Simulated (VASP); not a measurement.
**HfN: single point with LDA+U**

HfN:

```
Hf N
1.0
     3.13391    0.00000    0.00000
    -1.56695    2.71404    0.00000
     0.00000    0.00000    5.41677
Hf N
2 2
Direct
  0.33366 0.65416 0.25049
  0.66144 0.33566 0.74992
  0.00764 0.99647 0.49177
  0.00460 0.00224 0.99334
```

* Program: VASP 6.6.1
* Task: single point
* Functional: LDA
* Potentials or basis: VASP PAW LDA potentials, release 64 (Hf_pv, N)
* Cutoff: 520 eV
* k mesh: 7 × 7 × 4
* Occupations: methfessel-paxton, width 0.1 eV
* Spin: no spin polarisation
* Hubbard terms: Hf d U = 4.5 eV

The pressure is 9.4 GPa. The largest force is 0.655 eV/Å and the band gap on the k mesh is zero (band 15 reaches 10.44 eV, above the bottom of band 16 at 8.00 eV).

Forces on the atoms (eV/Å):
```
Hf  -0.026  0.410 -0.511
Hf   0.462 -0.116 -0.419
N   -0.318 -0.065  0.556
N   -0.118 -0.230  0.373
```

Stress tensor (GPa, compression positive):
```
 9.65 -0.05 -0.13
-0.05  9.66 -0.08
-0.13 -0.08  8.89
```

Levels at points of the mesh, in eV from the Fermi level:
| k point | band 11 | band 12 | band 13 | band 14 | band 15 | band 16 | band 17 | band 18 | band 19 | band 20 |
| --- | --- | --- | --- | --- | --- | --- | --- | --- | --- | --- |
| (0.00, 0.00, 0.00) | -4.57 | -3.68 | -3.43 | -1.90 | -0.06 | 0.72 | 1.14 | 1.31 | 2.22 | 2.30 |
| (0.00, 0.00, 0.50) | -4.35 | -4.31 | -4.20 | -4.19 | 2.18 | 2.22 | 2.63 | 2.65 | 3.25 | 3.32 |

Eigenvalues of the final occupation matrices:
```
    site  spin  trace               eigenvalues
site 1 d     1   0.83  0.15 0.16 0.17 0.18 0.18
site 1 d     2   0.83  0.15 0.16 0.17 0.18 0.18
site 2 d     1   0.83  0.15 0.15 0.17 0.18 0.18
site 2 d     2   0.83  0.15 0.15 0.17 0.18 0.18
```

Wall time 32 s on 1 thread of Intel(R) Xeon(R) 6975P-C (Granite Rapids), with other jobs on the host, peak memory 0.21 GiB.

Caveat: spin-orbit coupling is left out, which moves the levels of the heavy elements; U without spin polarisation on a metal has little footing.
